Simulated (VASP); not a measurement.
A run of VASP 6.6.1 is set up as follows.

Contents of INCAR:

```
PREC = Accurate
ENCUT = 520
EDIFF = 1E-7
ISMEAR = 0
SIGMA = 0.2
LREAL = False
LASPH = True
NELM = 80
ALGO = Fast
ISIF = 2
LWAVE = False
LCHARG = True
GGA = PE
LELF = True
LVHAR = True
NBANDS = 62
```

The input KPOINTS:

```
Automatic mesh
0
Gamma
  6 4 2
```

File POSCAR:

```
In
1.0
    0.0000000000      0.0000000000      3.1961262720
    6.3623886998      0.0000000000      0.0000000000
    0.0000000000     11.0199804855      0.0000000000
In
8
Direct
    0.0000000000      0.4723662149      0.0000000000
    0.0000000000      0.9723662149      0.5000000000
    0.0000000000      0.7638168926      0.2361831074
    0.0000000000      0.2638168926      0.7361831074
    0.0000000000      0.2638168926      0.2638168926
    0.0000000000      0.7638168926      0.7638168926
    0.5000000000      1.0000000000      0.0000000000
    0.5000000000      0.5000000000      0.5000000000
```

Potentials or basis: VASP PAW PBE potentials, release 64 (In_d).

Launch:

```sh
$ cat potpaw_PBE.64/In_d/POTCAR > POTCAR
$ mpirun -np 1 vasp_std > vasp.out
```

(1) What does it give for the pressure?

(2) Estimate the band gap on the k mesh.

(3) Predict the largest force.

Answers

(1) -0.1 GPa.

(2) zero (bands 52 and 53 overlap by 1.49 eV).

(3) 0.061 eV/Å.

Caveat: spin-orbit coupling is left out, which moves the levels of the heavy elements.
